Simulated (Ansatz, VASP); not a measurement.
## Two plane-wave programs on Au

```xyz
4
Lattice="2.8683 0.0000 0.0000 -1.4341 2.4840 0.0000 0.0000 0.0000 9.5538" Properties=species:S:1:pos:R:3 pbc="T T T"
Au    0.0000    0.0000    9.5538
Au    0.0000    0.0000    4.7769
Au    0.0000    1.6560    2.3885
Au    1.4341    0.8280    7.1654
```

Alike in both runs: task single point; functional PBEsol; k mesh 14 × 14 × 4; occupations fermi-dirac, width 0.1 eV; no spin polarisation.

```csv
,VASP,Ansatz
version,VASP 6.6.1,Ansatz 0.2.0
potentials or method,"VASP PAW PBE potentials, release 64 (Au), cutoff 520 eV","plane waves (420 eV) with PAW, scalar-relativistic"
valence electrons in the cell,44,76
```

|  | VASP | Ansatz | Ansatz less VASP |
| --- | --- | --- | --- |
| pressure (GPa) | -0.2 | 0.1 | +0.29 |
| traceless stress, the component that is largest in VASP (GPa) | -0.40 | -0.39 | +0.016 |

VASP's potentials were made for PBE, not for PBEsol, and Ansatz warns of the same on its side. VASP's potentials hold 44 valence electrons a cell and Ansatz's 76, so a difference there can come from the potentials and not from the codes.

Neither program's run includes spin-orbit coupling.
